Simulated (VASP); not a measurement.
Runs of VASP 6.6.1 on Li3SCl. The structure is cubic, space group Pm-3m (No. 221). Conventional cell: a = 4.579 Å, b = 4.579 Å, c = 4.579 Å, α = 90.00°, β = 90.00°, γ = 90.00°. Cl (site symmetry m-3m) has 12 Li at 3.24 Å and 8 S at 3.97 Å within 4.3 Å. Within 3.0 Å of S (site symmetry m-3m) lie 6 Li at 2.29 Å. Within 3.0 Å of Li (site symmetry 4/mmm) lie 2 S at 2.29 Å. 

```tsv
level	smearing	gap on the mesh (eV)
PBE	gaussian 0.01 eV	4.12
PBEsol	gaussian 0.01 eV	3.94
r2SCAN	gaussian 0.01 eV	(a)
PBE	methfessel-paxton 0.5 eV	4.12
```

Alike in all rows: task single point; potentials or basis VASP PAW PBE potentials, release 64 (Cl, S, Li_sv); no spin polarisation; cell as given; k mesh 4 × 4 × 4; cutoff (eV) 520.

Problem. Estimate the missing entries.

Solution. (a) 4.66.

A k mesh can miss the band edges.
